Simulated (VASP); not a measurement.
Wanted: the native input for a VASP 6.6.1 run.

| Property | Result |
| --- | --- |
| Task | single point |
| Functional | PBE |
| Potentials or basis | VASP PAW PBE potentials, release 64 (Hf_pv) |
| Cutoff | 520 eV |
| k mesh | 9 × 9 × 9 |
| Occupations | fermi-dirac, width 0.05 eV |
| Spin | no spin polarisation |
| Dipole correction | no |
| Further INCAR settings | ALGO = Normal; EDIFF = 1e-07; NBANDS = 11 |

The structure of Hf lies in POSCAR:

```
Hf
1.0
    2.8543277994      0.0000000000      0.0000000000
    0.0000000000      2.8543277994      0.0000000000
    0.0000000000      0.0000000000      2.8543277994
Hf
1
Direct
    0.5000000000      0.5000000000      0.5000000000
```

These files were run (other wordings do the same):

INCAR

```
ALGO     = Normal         # electronic algorithm
EDIFF    = 1E-7           # SCF threshold, eV
ENCUT    = 520            # plane-wave cutoff, eV
GGA      = PE             # functional
ISIF     = 2              # what is computed and relaxed
ISMEAR   = -1             # smearing method
LASPH    = T              # aspherical terms in the spheres
LCHARG   = F              # write CHGCAR
LREAL    = F              # projectors in reciprocal space
LWAVE    = F              # write WAVECAR
NBANDS   = 11             # bands
NELM     = 100            # most SCF steps
PREC     = Accurate       # precision mode
SIGMA    = 0.05           # smearing width, eV
```

KPOINTS

```
k-points
0
Gamma
  9 9 9
```

Potentials or basis: VASP PAW PBE potentials, release 64 (Hf_pv).

Launch:

```bash
$ cat potpaw_PBE.64/Hf_pv/POTCAR > POTCAR
$ mpirun -np 1 vasp_std > vasp.out
```

It gave:

* Pressure: 4.9 GPa
* Band gap on the k mesh: zero (band 5 reaches 4.93 eV, above the bottom of band 6 at 2.66 eV)

Caveat: spin-orbit coupling is left out, which moves the levels of the heavy elements.

Wall time 4.9 s on 1 thread of Intel(R) Xeon(R) Platinum 8488C (Sapphire Rapids), with other jobs on the host, peak memory 0.14 GiB.
